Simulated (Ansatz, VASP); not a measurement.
**One calculation of ZnS, two programs**

```xyz
2
Lattice="0.0000 2.5517 2.5517 2.5517 0.0000 2.5517 2.5517 2.5517 0.0000" Properties=species:S:1:pos:R:3 pbc="T T T"
Zn    0.0000    0.0000    0.0000
S     2.5517    2.5517    2.5517
```

Alike in both runs: functional PBE; k mesh 15 × 15 × 15; occupations fermi-dirac, width 0.05 eV; no spin polarisation.

Ansatz relaxed the structure, and its values are those at the end. VASP's run is a single point on that final structure, the one shown.

|  | VASP | Ansatz |
| --- | --- | --- |
| version | VASP 6.6.1 | Ansatz 0.2.0 |
| potentials or method | VASP PAW PBE potentials, release 64 (Zn, S) | PAW with Ansatz's default frozen-core files, scalar-relativistic |
| plane-wave cutoff (eV) | 520 | 420 |
| valence electrons in the cell | 18 | 18 |

```tsv
	VASP	Ansatz	Ansatz less VASP
pressure (GPa)	0.2	0.0	-0.15
```
